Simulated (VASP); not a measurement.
Input of a VASP 6.6.1 run:

The input POSCAR:

```
LiH
1.0
    2.7681063618      0.0000000000      0.0000000000
   -1.3840531809      2.3972504297      0.0000000000
    0.0000000000      0.0000000000      4.8554078519
Li H
2 2
Direct
    0.0000000000      0.0000000000      0.0000000000
    0.0000000000      0.0000000000      0.5000000000
    0.3333333333      0.6666666667      0.2500000000
    0.6666666667      0.3333333333      0.7500000000
```

Contents of INCAR.step1:

```
ALGO = Normal ; EDIFF = 1E-5
ENCUT = 520 ; GGA = PE
ISIF = 2 ; ISMEAR = -1
LASPH = True ; LREAL = False
LWAVE = True ; NBANDS = 12
NELM = 100 ; PREC = Accurate
SIGMA = 0.02
```

INCAR.step2

```
ALGO = Normal ; EDIFF = 1E-6
ENCUT = 520 ; GGA = PE
HFSCREEN = 0.2079 ; ISIF = 2
ISMEAR = -1 ; ISTART = 1
LASPH = True ; LCHARG = True
LELF = True ; LHFCALC = True
LREAL = False ; LVHAR = True
LWAVE = False ; NBANDS = 12
NELM = 100 ; PREC = Accurate
PRECFOCK = Normal ; SIGMA = 0.02
```

The input KPOINTS:

```
k-points
0
Gamma
  6 6 4
```

Potentials or basis: VASP PAW PBE potentials, release 64 (Li_sv, H).

The run is started by

```bash
$ cat potpaw_PBE.64/Li_sv/POTCAR potpaw_PBE.64/H/POTCAR > POTCAR
$ cp INCAR.step1 INCAR
$ mpirun -np 1 vasp_std > vasp.out
$ cp INCAR.step2 INCAR
$ mpirun -np 1 vasp_std > vasp.out
```

Problem. Predict the band gap on the k mesh.

Solution. 5.41 eV (least direct gap 6.06 eV).

Caveat: the k points lie up to 0.44 Å⁻¹ apart. A k mesh can miss the band edges.
